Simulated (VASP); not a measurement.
Write the native input for VASP 6.6.1 that does the following.

| Quantity | Value |
| --- | --- |
| Task | single point |
| Functional | PBE |
| Potentials or basis | VASP PAW PBE potentials, release 64 (S) |
| Cutoff | 520 eV |
| k mesh | 20 × 20 × 11 |
| Occupations | fermi-dirac, width 0.05 eV |
| Spin | no spin polarisation |
| Dipole correction | no |
| Further INCAR settings | ALGO = Normal; EDIFF = 1e-06; NBANDS = 13 |

The structure of S lies in POSCAR:

```
S
1.0
    2.2023983371      0.0000000000      0.0000000000
   -1.1011991686      1.9073329092      0.0000000000
    0.0000000000      0.0000000000      3.1303381158
S
2
Direct
    0.3333333333      0.6666666667      0.2500000000
    0.6666666667      0.3333333333      0.7500000000
```

The input as run:

INCAR

```
ALGO = Normal ; EDIFF = 1E-6
ENCUT = 520 ; GGA = PE
ISIF = 2 ; ISMEAR = -1
LASPH = True ; LCHARG = True
LELF = True ; LREAL = False
LVHAR = True ; LWAVE = False
NBANDS = 13 ; NELM = 80
PREC = Accurate ; SIGMA = 0.05
```

KPOINTS

```
k-points
0
Gamma
  20 20 11
```

Potentials or basis: VASP PAW PBE potentials, release 64 (S).

The run is started by

```console
$ cat potpaw_PBE.64/S/POTCAR > POTCAR
$ mpirun -np 1 vasp_std > vasp.out
```

Results of the run:

- Pressure: 383.0 GPa
- Band gap on the k mesh: zero (band 6 reaches 32.58 eV, above the bottom of band 7 at 20.75 eV)

Wall time 8.6 s on 1 thread of Intel(R) Xeon(R) 6975P-C (Granite Rapids) (shared host), peak memory 0.14 GiB.
